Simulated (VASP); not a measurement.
Write the native input for VASP 6.6.1 that does the following.

| Property | Result |
| --- | --- |
| Task | relaxation of cell and atoms |
| Functional | PBE |
| Potentials or basis | VASP PAW PBE potentials, release 64 (Er_3, C), 4f in core |
| Cutoff | 600 eV |
| k mesh | 5 × 5 × 5 |
| Occupations | gaussian, width 0.2 eV |
| Spin | no spin polarisation |
| Dipole correction | no |
| Mended | yes |
| Further INCAR settings | ALGO = Normal; EDIFF = 1e-07; IBRION = 2; EDIFFG = -0.08; NSW = 36; ISIF = 3 |

The structure of ErC3 lies in POSCAR:

```
ErC3
1.0
    0.0000000000      3.2133934300      3.2133934300
    3.2133934300      0.0000000000      3.2133934300
    3.2133934300      3.2133934300      0.0000000000
Er C
1 3
Direct
    0.0000000000      0.0000000000      0.0000000000
    0.7500000000      0.7500000000      0.7500000000
    0.2500000000      0.2500000000      0.2500000000
    0.5000000000      0.5000000000      0.5000000000
```

The cell was built from a structure type or drawn by symmetry, and may not be a known phase.

One way to write it, as run:

INCAR

```
  PREC = Accurate
  ENCUT = 600
  EDIFF = 1E-7
  ISMEAR = 0
  SIGMA = 0.2
  LREAL = False
  LASPH = True
  NELM = 200
  ALGO = Normal
  ISIF = 3
  LWAVE = False
  LCHARG = False
  GGA = PE
  IBRION = 2
  NSW = 36
  EDIFFG = -0.08
  GGA_COMPAT = False
  NELMIN = 4
  LMAXMIX = 6
```

KPOINTS

```
Automatic mesh
0
Gamma
  5 5 5
```

Potentials or basis: VASP PAW PBE potentials, release 64 (Er_3, C), 4f in core.

Run with:

```bash
$ cat potpaw_PBE.64/Er_3/POTCAR potpaw_PBE.64/C/POTCAR > POTCAR
$ mpirun -np 1 vasp_std > vasp.out
```

Results of the run:

```
Relaxed volume                        : 11.31 Å³/atom
Relaxed cell                          : a = 4.000 Å, b = 4.000 Å, c = 4.000 Å, α = 60.00°, β = 60.00°, γ = 60.00°
Space group after relaxing (to 0.1 Å) : Fm-3m (No. 225)
Energy gained by relaxing             : 539.4 meV/atom
Ionic steps                           : 2
Pressure after relaxing               : -0.1 GPa
Band gap on the k mesh                : zero (an odd number of electrons rules out a gap without spin polarisation)
```

Caveat: the volume moved by over 15 % at a fixed basis, so the end points are rough; spin-orbit coupling is left out, which moves the levels of the heavy elements; the 4f electrons are frozen in the core, so they carry no moment and show no levels.

Wall time 23 s on 1 thread of AMD EPYC 9R45 96-Core Processor (Zen 5) (shared host), peak memory 0.19 GiB.
